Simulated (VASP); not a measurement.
# Lu2Si2O (I4/mmm) in VASP: notebook, part 2 of 2

VASP 6.6.1.

### Step 3. Single point, PBE

This run uses another cell than the first one, of 17.38 Å³/atom, 1.170 times its volume.

The input, INCAR:

```
ALGO = Normal
EDIFF = 1E-6
ENCUT = 520
GGA = PE
ISIF = 2
ISMEAR = 0
LASPH = T
LCHARG = F
LREAL = F
LWAVE = F
NBANDS = 40
NELM = 80
PREC = Accurate
SIGMA = 0.1
```

The input, KPOINTS:

```
k-points
0
Gamma
  6 6 6
```

The input, POSCAR:

```
Lu2Si2O
1.0
   -1.7049279136      1.7049279136      7.4727792947
    1.7049279136     -1.7049279136      7.4727792947
    1.7049279136      1.7049279136     -7.4727792947
Lu Si O
2 2 1
Direct
    0.6005333282      0.6005333282      0.0000000000
    0.3994666718      0.3994666718      0.0000000000
    0.2500000000      0.7500000000      0.5000000000
    0.7500000000      0.2500000000      0.5000000000
    0.0000000000      0.0000000000      0.0000000000
```

Potentials or basis: VASP PAW PBE potentials, release 64 (Lu, Si, O).

The run is started by

```
cat potpaw_PBE.64/Lu/POTCAR potpaw_PBE.64/Si/POTCAR potpaw_PBE.64/O/POTCAR > POTCAR
mpirun -np 1 vasp_std > vasp.out
```

OUTCAR:

```text
EDIFF = 1E-6
   ENCUT = 520
   GGA = PE
   ISIF = 2
   ISMEAR = 0
   LASPH = T
   LREAL = F
   NELM = 80
   PREC = Accurate

 ion  position               nearest neighbor table
   1  0.601  0.601  0.000-   3 2.81   4 2.81   3 2.81   4 2.81   5 2.84   5 2.84   5 2.84   5 2.84
                             2 3.01
   2  0.399  0.399  0.000-   3 2.81   4 2.81   3 2.81   4 2.81   5 2.84   5 2.84   5 2.84   5 2.84
                             1 3.01
   3  0.250  0.750  0.500-   4 2.41   4 2.41   4 2.41   4 2.41   2 2.81   1 2.81   1 2.81   2 2.81
[... 1242 lines left out ...]
  -------------------------------------------------------------------------------------
  Total        0.0028858      0.0028858      0.1606894      0.0000000      0.0000000      0.0000000
  in kB        0.0532128      0.0532128      2.9630813      0.0000000      0.0000000      0.0000000
  external PRESSURE =       1.0231690 kB  Pullay stress =       0.0000000 kB

 VOLUME and BASIS-vectors are now :
 -----------------------------------------------------------------------------
  energy-cutoff  :      520.00
  volume of cell :       86.89
      direct lattice vectors                 reciprocal lattice vectors
    -1.704927914  1.704927914  7.472779295     0.000000000  0.293267531  0.066909510
     1.704927914 -1.704927914  7.472779295     0.293267531  0.000000000  0.066909510
     1.704927914  1.704927914 -7.472779295     0.293267531  0.293267531  0.000000000

 POSITION                                       TOTAL-FORCE (eV/Angst)
 -----------------------------------------------------------------------------------
      0.00000      0.00000      8.97531         0.000000      0.000000     -0.035829
      0.00000      0.00000      5.97025        -0.000000     -0.000000      0.035829
      1.70493     -0.00000      3.73639         0.000000      0.000000     -0.000000
     -0.00000      1.70493      3.73639         0.000000      0.000000     -0.000000
      0.00000      0.00000      0.00000         0.000000      0.000000     -0.000000
 -----------------------------------------------------------------------------------
    total drift:                               -0.000000     -0.000000     -0.000000

  FREE ENERGIE OF THE ION-ELECTRON SYSTEM (eV)
  ---------------------------------------------------
  free  energy   TOTEN  =       -28.6658385655 eV

  energy  without entropy=      -28.6544137484  energy(sigma->0) =      -28.66012616
```

It took 5 min on 1 thread of Intel Xeon Platinum 8488C (Sapphire Rapids), shared host; peak memory 0.54 GiB.

What came out:

```yaml
Free_energy: -28.6658 eV
Pressure: 0.1 GPa
Largest_force: 0.036 eV/Å
Band_gap_on_the_k_mesh: zero (band 32 reaches 5.98 eV, above the bottom of band 33 at 4.59 eV)
```

Forces in eV/Å, atoms in the order of the input:
```
Lu   0.000  0.000 -0.036
Lu   0.000  0.000  0.036
Si   0.000  0.000  0.000
Si   0.000  0.000  0.000
O    0.000  0.000  0.000
```

Stress tensor (GPa, compression positive):
```
0.01 0.00 0.00
0.00 0.01 0.00
0.00 0.00 0.30
```

Caveat: the k points lie up to 0.43 Å⁻¹ apart; spin-orbit coupling is left out, which moves the levels of the heavy elements.

### Step 4. Relaxation of cell and atoms, PBE

The input, INCAR:

```
PREC = Accurate ; ENCUT = 600
EDIFF = 1E-7 ; ISMEAR = 0
SIGMA = 0.1 ; LREAL = F
LASPH = T ; NELM = 60
ALGO = Normal ; ISIF = 3
LWAVE = F ; LCHARG = F
GGA = PE ; IBRION = 2
NSW = 90 ; EDIFFG = -0.04
```

The input, KPOINTS:

```
regular mesh
0
Gamma
  6 6 6
```

The input, POSCAR:

```
Lu2Si2O
1.0
   -1.9663607200      1.9663607200      4.8009691700
    1.9663607200     -1.9663607200      4.8009691700
    1.9663607200      1.9663607200     -4.8009691700
Lu Si O
2 2 1
Direct
    0.6381608800      0.6381608800      0.0000000000
    0.3618391200      0.3618391200      0.0000000000
    0.2500000000      0.7500000000      0.5000000000
    0.7500000000      0.2500000000      0.5000000000
    0.0000000000      0.0000000000      0.0000000000
```

The run is started by

```
cat potpaw_PBE.64/Lu/POTCAR potpaw_PBE.64/Si/POTCAR potpaw_PBE.64/O/POTCAR > POTCAR
mpirun -np 1 vasp_std > vasp.out
```

Wall time 52 min (1 thread of Intel Xeon Platinum 8488C (Sapphire Rapids), shared host); peak memory 0.46 GiB.

Results (log left out):

- Free energy: -28.3426 eV
- Relaxed volume: 16.99 Å³/atom
- Relaxed cell: a = 7.677 Å, b = 7.677 Å, c = 7.677 Å, α = 154.31°, β = 154.31°, γ = 36.66°
- Space group after relaxing (to 0.05 Å): I4/mmm (No. 139)
- Energy gained by relaxing: 2614.2 meV/atom
- Ionic steps: 17
- Pressure after relaxing: 0.0 GPa
- Largest force after relaxing: 0.005 eV/Å
- Band gap on the k mesh: zero (band 32 reaches 6.16 eV, above the bottom of band 33 at 4.65 eV)

Forces in eV/Å, atoms in the order of the input:
```
Lu   0.000  0.000  0.005
Lu   0.000  0.000 -0.005
Si   0.000  0.000  0.000
Si   0.000  0.000  0.000
O    0.000  0.000  0.000
```

Step by step:
| step | energy change (eV) | largest force (eV/Å) | pressure (GPa) | volume (Å³) |
| --- | --- | --- | --- | --- |
| 1 | 0.0000 | 7.1101 | 59.64 | 74.25 |
| 2 | -3.6164 | 4.8083 | -14.59 | 150.89 |
| 3 | -5.8769 | 2.0361 | 0.19 | 112.23 |
| 4 | -5.8897 | 1.9161 | 0.89 | 110.92 |
| 5 | -8.2122 | 1.0239 | -5.87 | 123.13 |
| 6 | -8.8878 | 0.7438 | -14.39 | 138.45 |
| 7 | -9.0419 | 1.1908 | -10.96 | 132.19 |
| 8 | -11.0899 | 2.2239 | -10.00 | 112.19 |
| 9 | -11.3129 | 2.5240 | -8.70 | 106.67 |
| 10 | -12.3708 | 3.4482 | 2.14 | 90.30 |
| 11 | -12.4532 | 3.8317 | 9.87 | 83.22 |
| 12 | -12.9119 | 1.3486 | 8.23 | 80.45 |
| 13 | -12.9361 | 0.5293 | 8.07 | 79.65 |
| 14 | -13.0578 | 0.2645 | 2.35 | 83.36 |
| 15 | -13.0695 | 0.1591 | 0.15 | 84.99 |
| 16 | -13.0703 | 0.0941 | 0.12 | 84.97 |
| 17 | -13.0708 | 0.0049 | 0.03 | 84.95 |

Final structure:
```yaml
crystal:
  lattice:
    - [-1.70708, 1.70708, 7.28797]
    - [1.70708, -1.70708, 7.28797]
    - [1.70708, 1.70708, -7.28797]
  atoms:
    - { symbol: Lu, position: [0.59959, 0.59959, 0.00000] }
    - { symbol: Lu, position: [0.40041, 0.40041, 0.00000] }
    - { symbol: Si, position: [0.25000, 0.75000, 0.50000] }
    - { symbol: Si, position: [0.75000, 0.25000, 0.50000] }
    - { symbol: O, position: [0.00000, 0.00000, 0.00000] }
```

Levels at points of the mesh, in eV from the Fermi level:
```tsv
k point	band 30	band 31	band 32	band 33	band 34	band 35
(0.00, 0.00, 0.00)	-2.00	-1.62	-1.49	-0.91	0.37	1.02
(0.50, 0.00, 0.00)	-2.28	-0.01	0.06	0.26	0.52	1.88
(0.50, 0.50, 0.00)	-4.12	-1.37	-1.30	-0.38	1.48	1.76
(0.50, 0.50, 0.50)	-2.01	-1.79	-0.67	-0.34	0.81	1.26
```

Caveat: the k points lie up to 0.43 Å⁻¹ apart in the final cell; spin-orbit coupling is left out, which moves the levels of the heavy elements.

### Step 5. The runs side by side

```csv
task,cell,cutoff (eV),gap on the mesh (eV),pressure (GPa),largest force (eV/Å)
single point,"a = 5.548 Å, angles 138.5, 138.5, 60.2°, 5 atoms",520,none,59.7,7.11
single point,"a = 7.852 Å, angles 154.9, 154.9, 35.8°, 5 atoms",520,none,0.1,0.04
relaxation of cell and atoms,"relaxed from a = 5.548 Å, angles 138.5, 138.5, 60.2°, 5 atoms",600,none,0.0,-
```

Alike in all rows: level PBE; potentials or basis VASP PAW PBE potentials, release 64 (Lu, Si, O); no spin polarisation; k mesh 6 × 6 × 6; smearing gaussian 0.1 eV.

Caveats: all runs use coarse meshes; spin-orbit coupling is left out, which moves the levels of the heavy elements; forces of over 1 eV/Å act on the atoms, so gaps and moduli don't describe the material at rest (some runs).

Absolute energies hang on the potentials; compare differences alone.
